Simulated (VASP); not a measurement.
# InP (F-43m) in VASP: notebook

Runs on InP. Level: PBEsol. Tasks: single point, relaxation of cell and atoms.

Everything below comes from runs of VASP 6.6.1. Logs are shortened: lines on timing, memory, paths and dates and some standing lists are left out, and cuts for length are marked.

### 1 The cell of the first run

The structure is cubic, space group F-43m (No. 216). The conventional cell has a = 5.878 Å, b = 5.878 Å, c = 5.878 Å, α = 90.00°, β = 90.00°, γ = 90.00°. Within 3.4 Å of In (site symmetry -43m) lie 4 P at 2.55 Å. Within 3.4 Å of P (site symmetry -43m) lie 4 In at 2.55 Å.

### 2 Single point, PBEsol

Contents of INCAR:

```
PREC = Accurate
ENCUT = 520
EDIFF = 1E-6
ISMEAR = -1
SIGMA = 0.08
LREAL = F
LASPH = T
NELM = 80
ALGO = Normal
ISIF = 2
LWAVE = F
LCHARG = T
GGA = PS
LELF = T
LVHAR = T
NBANDS = 16
```

Contents of KPOINTS:

```
Automatic mesh
0
Gamma
  10 10 10
```

Contents of POSCAR:

```
InP
1.0
    0.0000000000      2.9392392532      2.9392392532
    2.9392392532      0.0000000000      2.9392392532
    2.9392392532      2.9392392532      0.0000000000
In P
1 1
Direct
    0.0000000000      0.0000000000      0.0000000000
    0.7500000000      0.7500000000      0.7500000000
```

Potentials or basis: VASP PAW PBE potentials, release 64 (In_d, P).

The run is started by

```bash
$ cat potpaw_PBE.64/In_d/POTCAR potpaw_PBE.64/P/POTCAR > POTCAR
$ mpirun -np 1 vasp_std > vasp.out
```

OUTCAR:

```text
PREC = Accurate
   ENCUT = 520
   EDIFF = 1E-6
   ISMEAR = -1
   LREAL = F
   LASPH = T
   NELM = 80
   ISIF = 2
   GGA = PS

 ion  position               nearest neighbor table
   1  0.000  0.000  0.000-   2 2.55   2 2.55   2 2.55   2 2.55
   2  0.750  0.750  0.750-   1 2.55   1 2.55   1 2.55   1 2.55

  LATTYP: Found a face centered cubic cell.
 ALAT       =     5.8784785064

  Lattice vectors:

 A1 = (   0.0000000000,   2.9392392532,   2.9392392532)
 A2 = (   2.9392392532,   0.0000000000,   2.9392392532)
 A3 = (   2.9392392532,   2.9392392532,   0.0000000000)

Analysis of symmetry for initial positions (statically):
=====================================================================
 Subroutine PRICEL returns:
 Original cell was already a primitive cell.

 Routine SETGRP: Setting up the symmetry group for a
 face centered cubic supercell.

 Subroutine GETGRP returns: Found 24 space group operations
 (whereof 24 operations were pure point group operations)
 out of a pool of 48 trial point group operations.

The static configuration has the point symmetry T_d .

Analysis of symmetry for dynamics (positions and initial velocities):
=====================================================================
 Subroutine PRICEL returns:
 Original cell was already a primitive cell.

 Routine SETGRP: Setting up the symmetry group for a
 face centered cubic supercell.

 Subroutine GETGRP returns: Found 24 space group operations
 (whereof 24 operations were pure point group operations)
 out of a pool of 48 trial point group operations.

The dynamic configuration has the point symmetry T_d .

 Subroutine INISYM returns: Found 24 space group operations
 (whereof 24 operations are pure point group operations),
 and found     1 'primitive' translations

----------------------------------------------------------------------------------------

                                     Primitive cell

  volume of cell :      50.7849

  direct lattice vectors                    reciprocal lattice vectors
     0.000000000  2.939239253  2.939239253    -0.170112045  0.170112045  0.170112045
     2.939239253  0.000000000  2.939239253     0.170112045 -0.170112045  0.170112045
     2.939239253  2.939239253  0.000000000     0.170112045  0.170112045 -0.170112045

  length of vectors
     4.156712015  4.156712015  4.156712015     0.294642705  0.294642705  0.294642705

  position of ions in fractional coordinates (direct lattice)
     0.000000000  0.000000000  0.000000000
     0.750000000  0.750000000  0.750000000

  ion indices of the primitive-cell ions
   primitive index   ion index
                 1           1
                 2           2

----------------------------------------------------------------------------------------

 KPOINTS: Automatic mesh

Automatic generation of k-mesh.
 Grid dimensions read from file:
 generate k-points for:   10   10   10

 Generating k-lattice:

  Cartesian coordinates                     Fractional coordinates (reciprocal lattice)
    -0.017011204  0.017011204  0.017011204     0.100000000  0.000000000  0.000000000
     0.017011204 -0.017011204  0.017011204     0.000000000  0.100000000  0.000000000
     0.017011204  0.017011204 -0.017011204     0.000000000  0.000000000  0.100000000

  Length of vectors
     0.029464270  0.029464270  0.029464270

  Shift w.r.t. Gamma in fractional coordinates (k-lattice)
     0.000000000  0.000000000  0.000000000

 Subroutine IBZKPT returns following result:
 ===========================================

 Found     47 irreducible k-points:

 Following reciprocal coordinates:
            Coordinates               Weight
  0.000000  0.000000  0.000000      1.000000
  0.100000  0.000000  0.000000      8.000000
  0.200000  0.000000  0.000000      8.000000
  0.300000  0.000000  0.000000      8.000000
  0.400000  0.000000  0.000000      8.000000
  0.500000  0.000000  0.000000      4.000000
[... 16 lines left out ...]
  0.300000  0.300000  0.000000      6.000000
  0.400000  0.300000  0.000000     24.000000
 [... further k-points ...]
   k-points           NKPTS =     47   k-points in BZ     NKDIM =     47   number of bands    NBANDS=     16
   number of dos      NEDOS =    301   number of ions     NIONS =      2
   total plane-waves  NPLWV =  32768
   dimension x,y,z NGX =    32 NGY =   32 NGZ =   32
   dimension x,y,z NGXF=    64 NGYF=   64 NGZF=   64
   ions per type =               1   1
   NGX,Y,Z   is equivalent  to a cutoff of  12.80, 12.80, 12.80 a.u.
   NGXF,Y,Z  is equivalent  to a cutoff of  25.60, 25.60, 25.60 a.u.
 SYSTEM =  unknown system
   PREC   = accura    normal or accurate (medium, high low for compatibility)
   ISTART =      0    job   : 0-new  1-cont  2-samecut
   ICHARG =      2    charge: 1-file 2-atom 10-const
   ISPIN  =      1    spin polarized calculation?
   LNONCOLLINEAR =      F non collinear calculations
   LSORBIT =      F    spin-orbit coupling
   LASPH  =      T    aspherical Exc in radial PAW
   ENCUT  =  520.0 eV  38.22 Ry    6.18 a.u.   7.73  7.73  7.73*2*pi/ulx,y,z
   NELM   =     80;   NELMIN=  2; NELMDL= -5     # of ELM steps
   EDIFF  = 0.1E-05   stopping-criterion for ELM
   LREAL  =      F    real-space projection
   EDIFFG = 0.1E-04   stopping-criterion for IOM
   NSW    =      0    number of steps for IOM
   IBRION =     -1    ionic relax: 0-MD 1-quasi-New 2-CG
   NFREE  =      0    steps in history (QN), initial steepest desc. (CG)
   ISIF   =      2    stress and relaxation
   ISYM   =      2    0-nonsym 1-usesym 2-fastsym
   POTIM  = 0.5000    time-step for ionic-motion
   TEBEG  =    0.0;   TEEND  =   0.0 temperature during run
   PSTRESS=    0.0 pullay stress
   NELECT =      18.0000    total number of electrons
   NUPDOWN=      -1.0000    fix difference up-down
   EMIN   =  10.00;   EMAX   =-10.00  energy-range for DOS
   EFERMI =   0.00;   METHOD = LEGACY
   ISMEAR =    -1;   SIGMA  =   0.08  broadening in eV -4-tet -1-fermi 0-gaus
   EFERMI_NEDOS =   21; number of points for ismear=-14 and -15
   IALGO  =     38    algorithm
   IMIX   =      4    mixing-type and parameters
     AMIX     =   0.40;   BMIX     =  1.00
     AMIX_MAG =   1.60;   BMIX_MAG =  1.00
  volume/ion in A,a.u.               =      25.39       171.36
  Fermi-wavevector in a.u.,A,eV,Ry     =   1.158566  2.189372 18.262758  1.342275
  Thomas-Fermi vector in A             =   2.295167
   LORBIT       =      0    0 simple, 1 ext, 2 COOP (PROOUT), +10 PAW based schemes
   GGA     = PS    functional components
   LHFCALC =     F    Hartree Fock is set to
   AEXX    =    0.0000 exact exchange contribution
   IVDW    =     0    specifies the selected vdW correction
   LEPSILON=     F    determine dielectric tensor
   LRPA    =     F    only Hartree local field effects (RPA)
 non-spin polarized calculation
  energy-cutoff  :      520.00
  volume of cell :       50.78
 maximum number of plane-waves:      1387
   NGX = 15   NGY = 15   NGZ = 15

 number of electron      18.0000007 magnetization

 Free energy of the ion-electron system (eV)
  ---------------------------------------------------
  ext. energy  EPLUGINS =         0.00000000
  ---------------------------------------------------
  free energy    TOTEN  =        -9.15675082 eV

  energy without entropy =       -9.15661506  energy(sigma->0) =       -9.15668294

 E-fermi :   5.3666     XC(G=0):  -9.4403

 val. band max:        4.9930714887   @ k =   0.0000   0.0000   0.0000
 cond. band min:       5.5603875728   @ k =   0.0000   0.0000   0.0000
 fundamental gap:      0.5673160841
 Fermi energy:         5.3665933394

 k-point     1 :       0.0000    0.0000    0.0000
  band No.  band energies     occupation
      1      -9.1367      2.00000
      2      -9.1367      2.00000
      3      -9.1367      2.00000
      4      -8.9864      2.00000
      5      -8.9864      2.00000
      6      -6.4935      2.00000
[... 8 lines left out ...]
     15      14.4092      0.00000
     16      14.4092      0.00000

 k-point     2 :       0.1000    0.0000    0.0000
  band No.  band energies     occupation
      1      -9.1490      2.00000
      2      -9.1318      2.00000
      3      -9.1318      2.00000
      4      -8.9864      2.00000
      5      -8.9864      2.00000
      6      -6.3792      2.00000
[... 8 lines left out ...]
     15      13.8946      0.00000
     16      13.8946      0.00000

 k-point     3 :       0.2000    0.0000    0.0000
  band No.  band energies     occupation
      1      -9.1799      2.00000
      2      -9.1201      2.00000
      3      -9.1201      2.00000
      4      -8.9854      2.00000
      5      -8.9854      2.00000
      6      -6.0504      2.00000
[... 8 lines left out ...]
     15      13.4655      0.00000
     16      14.1535      0.00000

 k-point     4 :       0.3000    0.0000    0.0000
  band No.  band energies     occupation
      1      -9.2161      2.00000
      2      -9.1080      2.00000
      3      -9.1080      2.00000
      4      -8.9815      2.00000
      5      -8.9815      2.00000
      6      -5.5578      2.00000
[... 8 lines left out ...]
     15      13.7543      0.00000
     16      13.7543      0.00000

 k-point     5 :       0.4000    0.0000    0.0000
  band No.  band energies     occupation
      1      -9.2440      2.00000
      2      -9.1005      2.00000
      3      -9.1005      2.00000
      4      -8.9759      2.00000
      5      -8.9759      2.00000
      6      -5.0318      2.00000
[... 8 lines left out ...]
     15      14.7229      0.00000
     16      14.7229      0.00000

 k-point     6 :       0.5000    0.0000    0.0000
  band No.  band energies     occupation
      1      -9.2544      2.00000
      2      -9.0983      2.00000
      3      -9.0983      2.00000
      4      -8.9732      2.00000
      5      -8.9732      2.00000
      6      -4.7729      2.00000
[... 8 lines left out ...]
     15      15.5820      0.00000
     16      15.5820      0.00000

 k-point     7 :       0.1000    0.1000    0.0000
  band No.  band energies     occupation
      1      -9.1582      2.00000
      2      -9.1273      2.00000
      3      -9.1273      2.00000
      4      -8.9903      2.00000
      5      -8.9831      2.00000
      6      -6.3413      2.00000
[... 8 lines left out ...]
     15      14.1303      0.00000
     16      14.5011      0.00000

 k-point     8 :       0.2000    0.1000    0.0000
  band No.  band energies     occupation
      1      -9.1837      2.00000
      2      -9.1174      2.00000
      3      -9.1152      2.00000
      4      -8.9934      2.00000
      5      -8.9798      2.00000
      6      -6.0843      2.00000
[... 8 lines left out ...]
     15      14.2774      0.00000
     16      14.9109      0.00000

 k-point     9 :       0.3000    0.1000    0.0000
  band No.  band energies     occupation
      1      -9.2151      2.00000
      2      -9.1072      2.00000
      3      -9.1023      2.00000
      4      -8.9930      2.00000
      5      -8.9758      2.00000
      6      -5.6438      2.00000
[... 8 lines left out ...]
     15      14.3688      0.00000
     16      14.6297      0.00000
[... 172 lines left out ...]
 k-point    19 :       0.5000    0.2000    0.0000
  band No.  band energies     occupation
      1      -9.2672      2.00000
      2      -9.0854      2.00000
      3      -9.0738      2.00000
      4      -8.9969      2.00000
      5      -8.9684      2.00000
      6      -4.6050      2.00000
[... 8 lines left out ...]
     15      15.6661      0.00000
     16      16.2284      0.00000

 k-point    20 :      -0.4000    0.2000    0.0000
  band No.  band energies     occupation
      1      -9.2641      2.00000
      2      -9.0884      2.00000
      3      -9.0764      2.00000
      4      -8.9874      2.00000
      5      -8.9764      2.00000
      6      -4.5302      2.00000
[... 8 lines left out ...]
     15      14.4000      0.00000
     16      15.9948      0.00000

 k-point    21 :      -0.3000    0.2000    0.0000
  band No.  band energies     occupation
      1      -9.2493      2.00000
      2      -9.0924      2.00000
      3      -9.0854      2.00000
      4      -8.9861      2.00000
      5      -8.9807      2.00000
      6      -4.8921      2.00000
[... 8 lines left out ...]
     15      15.1259      0.00000
     16      16.3178      0.00000

 k-point    22 :      -0.2000    0.2000    0.0000
  band No.  band energies     occupation
      1      -9.2263      2.00000
      2      -9.0999      2.00000
      3      -9.0985      2.00000
      4      -8.9912      2.00000
      5      -8.9783      2.00000
      6      -5.3912      2.00000
[... 8 lines left out ...]
     15      15.1440      0.00000
     16      16.1528      0.00000

 k-point    23 :       0.3000    0.3000    0.0000
  band No.  band energies     occupation
      1      -9.2645      2.00000
      2      -9.0703      2.00000
      3      -9.0703      2.00000
      4      -9.0179      2.00000
      5      -8.9637      2.00000
      6      -5.2464      2.00000
[... 8 lines left out ...]
     15      15.1605      0.00000
     16      17.6978      0.00000

 k-point    24 :       0.4000    0.3000    0.0000
  band No.  band energies     occupation
      1      -9.2838      2.00000
      2      -9.0613      2.00000
      3      -9.0579      2.00000
      4      -9.0214      2.00000
      5      -8.9602      2.00000
      6      -4.8279      2.00000
[... 8 lines left out ...]
     15      15.5812      0.00000
     16      17.5788      0.00000

 [... further k-points ...]
[... 5 lines left out ...]
  --------------------------------------------------------------------------------------
  -------------------------------------------------------------------------------------
  Total       -0.0052706     -0.0052706     -0.0052706     -0.0000000      0.0000000     -0.0000000
  in kB       -0.1662773     -0.1662773     -0.1662773     -0.0000000      0.0000000     -0.0000000
  external PRESSURE =      -0.1662773 kB  Pullay stress =       0.0000000 kB

 VOLUME and BASIS-vectors are now :
 -----------------------------------------------------------------------------
  energy-cutoff  :      520.00
  volume of cell :       50.78
      direct lattice vectors                 reciprocal lattice vectors
     0.000000000  2.939239253  2.939239253    -0.170112045  0.170112045  0.170112045
     2.939239253  0.000000000  2.939239253     0.170112045 -0.170112045  0.170112045
     2.939239253  2.939239253  0.000000000     0.170112045  0.170112045 -0.170112045

 POSITION                                       TOTAL-FORCE (eV/Angst)
 -----------------------------------------------------------------------------------
      0.00000      0.00000      0.00000        -0.000000     -0.000000     -0.000000
      4.40886      4.40886      4.40886         0.000000      0.000000      0.000000
 -----------------------------------------------------------------------------------
    total drift:                                0.000000      0.000000      0.000000

  FREE ENERGIE OF THE ION-ELECTRON SYSTEM (eV)
  ---------------------------------------------------
  free  energy   TOTEN  =        -9.1567508161 eV

  energy  without entropy=       -9.1566150561  energy(sigma->0) =       -9.15668294
```

It took 22 s on 1 thread of Intel Xeon Platinum 8488C (Sapphire Rapids), shared host; peak memory 0.19 GiB.

What came out:

- Free energy: -9.1568 eV
- Pressure: 0.0 GPa
- Band gap on the k mesh: 0.57 eV, direct

Levels at points of the mesh, in eV from the valence-band top:
```
           k point  band 5  band 6  band 7  band 8  band 9  band 10  band 11  band 12  band 13  band 14
(0.00, 0.00, 0.00)  -13.98  -11.49    0.00    0.00    0.00     0.57     4.02     4.02     4.02     8.31
(0.50, 0.00, 0.00)  -13.97   -9.77   -5.75   -0.97   -0.97     1.38     4.74     4.74     6.93     9.27
(0.50, 0.50, 0.00)  -13.94   -9.11   -5.78   -2.32   -2.32     1.65     2.17     9.04     9.47     9.47
```

Caveat: the PAW data sets were made with another functional, which shifts forces and pressure a little; spin-orbit coupling is left out, which moves the levels of the heavy elements.

### 3 Relaxation of cell and atoms, PBEsol

This run uses another cell than the first one, of 25.17 Å³/atom, 0.991 times its volume.

Contents of INCAR:

```
SYSTEM = InP
ALGO = Normal
EDIFF = 1E-6
EDIFFG = -0.002
ENCUT = 600
GGA = PS
IBRION = 2
ISIF = 3
ISMEAR = -1
LASPH = .TRUE.
LCHARG = .FALSE.
LREAL = .FALSE.
LWAVE = .FALSE.
NELM = 60
NSW = 100
PREC = Accurate
SIGMA = 0.08
```

Contents of KPOINTS:

```
k-points
0
G
  10 10 10
  0 0 0
```

Contents of POSCAR:

```
InP
1.0
    0.0000000000      2.9305000000      2.9305000000
    2.9305000000      0.0000000000      2.9305000000
    2.9305000000      2.9305000000      0.0000000000
In P
1 1
Direct
    0.0000000000      0.0000000000      0.0000000000
    0.7500000000      0.7500000000      0.7500000000
```

Potentials or basis: VASP PAW PBE potentials, release 64 (In_d, P).

The run is started by

```bash
$ cat potpaw_PBE.64/In_d/POTCAR potpaw_PBE.64/P/POTCAR > POTCAR
$ mpirun -np 1 vasp_std > vasp.out
```

Wall time 70 s (1 thread of Intel Xeon Platinum 8488C (Sapphire Rapids), shared host); peak memory 0.23 GiB.

Results (log left out):

- Free energy: -9.1570 eV
- Relaxed volume: 25.40 Å³/atom
- Relaxed cell: a = 4.157 Å, b = 4.157 Å, c = 4.157 Å, α = 60.00°, β = 60.00°, γ = 60.00°
- Space group after relaxing (to 0.05 Å): F-43m (No. 216)
- Energy gained by relaxing: 0.4 meV/atom
- Ionic steps: 3
- Pressure after relaxing: 0.0 GPa
- Band gap on the k mesh: 0.57 eV, direct

Step by step:
| step | energy change (eV) | largest force (eV/Å) | pressure (GPa) | volume (Å³) |
| --- | --- | --- | --- | --- |
| 1 | 0.0000 | 0.0000 | 0.62 | 50.33 |
| 2 | -0.0006 | 0.0000 | -0.31 | 51.05 |
| 3 | -0.0009 | 0.0000 | -0.01 | 50.80 |

Final structure:
```
In P
1.0
     0.00000    2.93949    2.93949
     2.93949    0.00000    2.93949
     2.93949    2.93949    0.00000
In P
1 1
Direct
  0.00000 0.00000 0.00000
  0.75000 0.75000 0.75000
```

Levels at points of the mesh, in eV from the valence-band top:
```
           k point  band 7  band 8  band 9  band 10  band 11  band 12
(0.00, 0.00, 0.00)    0.00    0.00    0.00     0.57     4.02     4.02
(0.50, 0.00, 0.00)   -5.75   -0.97   -0.97     1.38     4.74     4.74
(0.50, 0.50, 0.00)   -5.78   -2.32   -2.32     1.65     2.17     9.04
```

Caveat: the PAW data sets were made with another functional, which shifts forces and pressure a little; spin-orbit coupling is left out, which moves the levels of the heavy elements.
